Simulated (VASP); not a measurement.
Set up this calculation in VASP 6.6.1, as the native input.

```yaml
Task: single point
Functional: PBE
Potentials_or_basis: VASP PAW PBE potentials, release 64 (Pt, H)
Cutoff: 520 eV
k_mesh: 9 × 9 × 1
Occupations: gaussian, width 0.1 eV
Spin: no spin polarisation
Dipole_correction: yes
Further_INCAR_settings: ALGO = Normal; EDIFF = 1e-06; NBANDS = 24
```

The structure of HPt3 lies in POSCAR:

```
HPt3
1.0
    2.8071640668      0.0000000000      0.0000000000
    0.0000000000      2.8071640668      0.0000000000
    0.0000000000      0.0000000000     19.3513900635
Pt H
3 1
Direct
    0.5000000000      0.5000000000      0.2067034971
    0.0000000000      0.0000000000      0.3062505493
    0.5000000000      0.5000000000      0.4057274458
    0.8333333333      0.8333333333      0.4563110232
```

These files were run (other wordings do the same):

INCAR

```
PREC     = Accurate       # precision mode
ENCUT    = 520            # plane-wave cutoff, eV
EDIFF    = 1E-6           # SCF threshold, eV
ISMEAR   = 0              # smearing method
SIGMA    = 0.1            # smearing width, eV
LREAL    = F              # projectors in reciprocal space
LASPH    = T              # aspherical terms in the spheres
NELM     = 80             # most SCF steps
ALGO     = Normal         # electronic algorithm
ISIF     = 2              # what is computed and relaxed
LWAVE    = F              # write WAVECAR
LCHARG   = F              # write CHGCAR
LDIPOL   = T            
IDIPOL   = 3            
DIPOL    = 0.5 0.5 0.344
GGA      = PE             # functional
NBANDS   = 24             # bands
```

KPOINTS

```
regular mesh
0
Gamma
  9 9 1
```

Potentials or basis: VASP PAW PBE potentials, release 64 (Pt, H).

The run is started by

```sh
$ cat potpaw_PBE.64/Pt/POTCAR potpaw_PBE.64/H/POTCAR > POTCAR
$ mpirun -np 1 vasp_std > vasp.out
```

It gave:

```yaml
Largest_force: 0.654 eV/Å
Band_gap_on_the_k_mesh: zero (an odd number of electrons rules out a gap without spin polarisation)
```

Caveat: spin-orbit coupling is left out, which moves the levels of the heavy elements.

Run time: 3.6 min on 1 thread of Intel Xeon 8259CL, on a shared host, peak memory 0.31 GiB.
